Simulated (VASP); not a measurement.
# TiO2 in VASP: notebook, part 3 of 3

VASP 6.6.1. The steps go on from the part before.

## 5. Single point, PBE+U

This run uses another cell than the first one, of 11.88 Å³/atom, 0.954 times its volume.

File INCAR:

```
PREC = Accurate ; ENCUT = 520
EDIFF = 1E-6 ; ISMEAR = 0
SIGMA = 0.05 ; LREAL = False
LASPH = True ; NELM = 150
ALGO = Normal ; ISIF = 2
LWAVE = False ; LCHARG = False
LMAXMIX = 4 ; LDAU = True
LDAUTYPE = 2 ; LDAUL = 2 -1
LDAUU = 4 0 ; LDAUJ = 0 0
LDAUPRINT = 1 ; GGA = PE
NBANDS = 33
```

File KPOINTS:

```
Automatic mesh
0
Gamma
  6 6 6
```

File POSCAR:

```
TiO2
1.0
    2.6992577421     -2.6993327510     -0.0201419663
    2.6992577421      2.6993327510     -0.0201419663
   -2.6626393613      0.0000000000      4.9098560589
Ti O
2 4
Direct
    0.1250069486      0.8749930514      0.2500000000
    0.8749930514      0.1250069486      0.7500000000
    0.3394254028      0.0894486781      0.6788605275
    0.6605745972      0.9105513219      0.3211394725
    0.9105513219      0.6605745972      0.8211394725
    0.0894486781      0.3394254028      0.1788605275
```

On the command line:

```console
$ cat potpaw_PBE.64/Ti_sv/POTCAR potpaw_PBE.64/O/POTCAR > POTCAR
$ mpirun -np 1 vasp_std > vasp.out
```

Wall time 65 s (1 thread of Intel Xeon 6975P-C (Granite Rapids), shared host); peak memory 0.25 GiB.

Results (log left out):

| Property | Result |
| --- | --- |
| Free energy | -48.3395 eV |
| Pressure | 0.9 GPa |
| Largest force | 0.962 eV/Å |
| Band gap on the k mesh | 2.34 eV, indirect (least direct gap 2.88 eV) |

Forces in eV/Å, atoms in the order of the input:
```
Ti   0.000  0.000  0.000
Ti   0.000  0.000  0.000
O   -0.007  0.000 -0.961
O    0.007  0.000  0.961
O    0.007  0.000  0.961
O   -0.007  0.000 -0.961
```

Stress tensor (GPa, compression positive):
```
 5.42  0.00 -0.10
 0.00  5.42  0.00
-0.10  0.00 -8.04
```

Levels at points of the mesh, in eV from the valence-band top:
```csv
k point,band 20,band 21,band 22,band 23,band 24,band 25,band 26,band 27,band 28,band 29
"(0.00, 0.00, 0.00)",-0.97,-0.96,-0.96,-0.60,-0.60,2.34,3.00,3.71,3.71,3.87
"(0.50, 0.00, 0.00)",-1.97,-1.93,-1.29,-1.07,-0.85,3.42,3.42,3.58,3.81,4.27
"(0.50, 0.50, 0.00)",-2.67,-2.32,-2.32,0.00,0.00,3.52,3.52,3.93,3.93,4.96
"(0.00, 0.00, 0.50)",-1.61,-1.53,-1.53,-0.34,-0.34,2.66,2.66,3.78,3.78,3.83
"(0.50, 0.00, 0.50)",-1.97,-1.93,-1.29,-1.07,-0.85,3.42,3.42,3.58,3.81,4.27
"(0.50, 0.50, 0.50)",-2.67,-2.32,-2.32,0.00,0.00,3.52,3.52,3.93,3.93,4.96
```

Eigenvalues of the final occupation matrices:
```csv
site,spin,trace,eigenvalues
site 1 d,1,0.79,0.10 0.10 0.12 0.22 0.26
site 1 d,2,0.79,0.10 0.10 0.12 0.22 0.26
site 2 d,1,0.79,0.10 0.10 0.12 0.22 0.26
site 2 d,2,0.79,0.10 0.10 0.12 0.22 0.26
```

A k mesh can miss the band edges.

## 6. Single point, PBE+U

This run uses another cell than the first one, of 11.88 Å³/atom, 0.954 times its volume.

File INCAR:

```
SYSTEM = TiO2
PREC     = Accurate       ! precision mode
ENCUT    = 520            ! plane-wave cutoff, eV
EDIFF    = 1E-6           ! SCF threshold, eV
ISMEAR   = 0              ! smearing method
SIGMA    = 0.05           ! smearing width, eV
LREAL    = .FALSE.        ! projectors in reciprocal space
LASPH    = .TRUE.         ! aspherical terms in the spheres
NELM     = 150            ! most SCF steps
ALGO     = Normal         ! electronic algorithm
ISIF     = 2              ! what is computed and relaxed
LWAVE    = .FALSE.        ! write WAVECAR
LCHARG   = .FALSE.        ! write CHGCAR
LMAXMIX  = 4              ! l up to which the mixer works
LDAU     = .TRUE.         ! DFT+U
LDAUTYPE = 2            
LDAUL    = 2 -1           ! shell
LDAUU    = 4 0            ! U, eV
LDAUJ    = 0 0          
LDAUPRINT= 1            
GGA      = PE             ! functional
NBANDS   = 33             ! bands
```

File KPOINTS:

```
Automatic mesh
0
G
  6 6 6
  0 0 0
```

File POSCAR:

```
TiO2
1.0
    2.6992577421     -2.6993327510     -0.0201419663
    2.6992577421      2.6993327510     -0.0201419663
   -2.6626393613      0.0000000000      4.9098560589
Ti O
2 4
Direct
    0.1250069486      0.8749930514      0.2500000000
    0.8749930514      0.1250069486      0.7500000000
    0.3363578248      0.0863811001      0.6727253715
    0.6636421752      0.9136188999      0.3272746285
    0.9136188999      0.6636421752      0.8272746285
    0.0863811001      0.3363578248      0.1727253715
```

Potentials or basis: VASP PAW PBE potentials, release 64 (Ti_sv, O).

On the command line:

```console
$ cat potpaw_PBE.64/Ti_sv/POTCAR potpaw_PBE.64/O/POTCAR > POTCAR
$ mpirun -np 1 vasp_std > vasp.out
```

Run time: 62 s. Hardware: 1 thread of Intel Xeon 6975P-C (Granite Rapids), shared host; peak memory 0.25 GiB.

Results (log left out):

```
Free energy            : -48.4365 eV
Pressure               : 1.8 GPa
Largest force          : 0.647 eV/Å
Band gap on the k mesh : 2.47 eV, indirect (least direct gap 2.91 eV)
```

Forces on the atoms (eV/Å):
```
Ti   0.000  0.000  0.000
Ti   0.000  0.000  0.000
O   -0.005  0.000 -0.647
O    0.005  0.000  0.647
O    0.005  0.000  0.647
O   -0.005  0.000 -0.647
```

Stress tensor (GPa, compression positive):
```
 5.04  0.00 -0.07
 0.00  5.03  0.00
-0.07  0.00 -4.76
```

Levels at points of the mesh, in eV from the valence-band top:
| k point | band 21 | band 22 | band 23 | band 24 | band 25 | band 26 | band 27 | band 28 |
| --- | --- | --- | --- | --- | --- | --- | --- | --- |
| (0.00, 0.00, 0.00) | -0.90 | -0.90 | -0.51 | -0.51 | 2.47 | 3.13 | 3.96 | 3.96 |
| (0.50, 0.00, 0.00) | -1.85 | -1.15 | -0.98 | -0.77 | 3.53 | 3.64 | 3.68 | 3.89 |
| (0.50, 0.50, 0.00) | -2.17 | -2.17 | 0.00 | 0.00 | 3.59 | 3.59 | 4.00 | 4.00 |
| (0.00, 0.00, 0.50) | -1.47 | -1.47 | -0.25 | -0.25 | 2.78 | 2.78 | 3.97 | 3.97 |
| (0.50, 0.00, 0.50) | -1.85 | -1.15 | -0.98 | -0.77 | 3.53 | 3.64 | 3.68 | 3.89 |
| (0.50, 0.50, 0.50) | -2.17 | -2.17 | 0.00 | 0.00 | 3.59 | 3.59 | 4.00 | 4.00 |

Eigenvalues of the final occupation matrices:
| site | spin | trace | eigenvalues |
| --- | --- | --- | --- |
| site 1 d | 1 | 0.79 | 0.10 0.10 0.11 0.23 0.25 |
| site 1 d | 2 | 0.79 | 0.10 0.10 0.11 0.23 0.25 |
| site 2 d | 1 | 0.79 | 0.10 0.10 0.11 0.23 0.25 |
| site 2 d | 2 | 0.79 | 0.10 0.10 0.11 0.23 0.25 |

A k mesh can miss the band edges.

## 7. Single point, PBE+U

This run uses another cell than the first one, of 11.88 Å³/atom, 0.954 times its volume.

File INCAR:

```
SYSTEM = TiO2
PREC = Accurate
ENCUT = 520
EDIFF = 1E-6
ISMEAR = 0
SIGMA = 0.05
LREAL = .FALSE.
LASPH = .TRUE.
NELM = 150
ALGO = Normal
ISIF = 2
LWAVE = .FALSE.
LCHARG = .FALSE.
LMAXMIX = 4
LDAU = .TRUE.
LDAUTYPE = 2
LDAUL = 2 -1
LDAUU = 4 0
LDAUJ = 0 0
LDAUPRINT = 1
GGA = PE
NBANDS = 33
```

KPOINTS is that of step 6.

File POSCAR:

```
TiO2
1.0
    2.6992577421     -2.6993327510     -0.0201419663
    2.6992577421      2.6993327510     -0.0201419663
   -2.6626393613      0.0000000000      4.9098560589
Ti O
2 4
Direct
    0.1250069486      0.8749930514      0.2500000000
    0.8749930514      0.1250069486      0.7500000000
    0.3179523568      0.0679756321      0.6359144355
    0.6820476432      0.9320243679      0.3640855645
    0.9320243679      0.6820476432      0.8640855645
    0.0679756321      0.3179523568      0.1359144355
```

On the command line:

```console
$ cat potpaw_PBE.64/Ti_sv/POTCAR potpaw_PBE.64/O/POTCAR > POTCAR
$ mpirun -np 1 vasp_std > vasp.out
```

Run time: 65 s. Hardware: 1 thread of Intel Xeon 6975P-C (Granite Rapids), shared host; peak memory 0.25 GiB.

It converged, with:

```yaml
Free_energy: -47.8834 eV
Pressure: 13.3 GPa
Largest_force: 2.652 eV/Å
Band_gap_on_the_k_mesh: 2.79 eV, indirect (least direct gap 3.02 eV)
```

Forces on the atoms (eV/Å):
```
Ti   0.000  0.000  0.000
Ti   0.000  0.000  0.000
O    0.020  0.000  2.652
O   -0.020  0.000 -2.652
O   -0.020  0.000 -2.652
O    0.020  0.000  2.652
```

Stress tensor (GPa, compression positive):
```
 5.13  0.00  0.19
 0.00  5.13  0.00
 0.19  0.00 29.71
```

Levels at points of the mesh, in eV from the valence-band top:
```csv
k point,band 20,band 21,band 22,band 23,band 24,band 25,band 26,band 27,band 28,band 29
"(0.00, 0.00, 0.00)",-0.90,-0.50,-0.50,-0.43,-0.43,2.79,3.51,4.80,4.80,4.93
"(0.50, 0.00, 0.00)",-1.84,-1.75,-0.86,-0.79,-0.48,3.62,3.94,4.00,4.10,4.81
"(0.50, 0.50, 0.00)",-2.60,-1.69,-1.69,-0.48,-0.48,3.65,3.65,4.10,4.10,5.19
"(0.00, 0.00, 0.50)",-1.55,-0.99,-0.99,0.00,0.00,3.14,3.14,4.36,4.36,4.69
"(0.50, 0.00, 0.50)",-1.84,-1.75,-0.86,-0.79,-0.48,3.62,3.94,4.00,4.10,4.81
"(0.50, 0.50, 0.50)",-2.60,-1.69,-1.69,-0.48,-0.48,3.65,3.65,4.10,4.10,5.19
```

Eigenvalues of the final occupation matrices:
```tsv
site	spin	trace	eigenvalues
site 1 d	1	0.82	0.09 0.11 0.11 0.23 0.28
site 1 d	2	0.82	0.09 0.11 0.11 0.23 0.28
site 2 d	1	0.82	0.09 0.11 0.11 0.23 0.28
site 2 d	2	0.82	0.09 0.11 0.11 0.23 0.28
```

Caveat: forces of over 1 eV/Å act on the atoms, so gaps and moduli don't describe the material at rest.
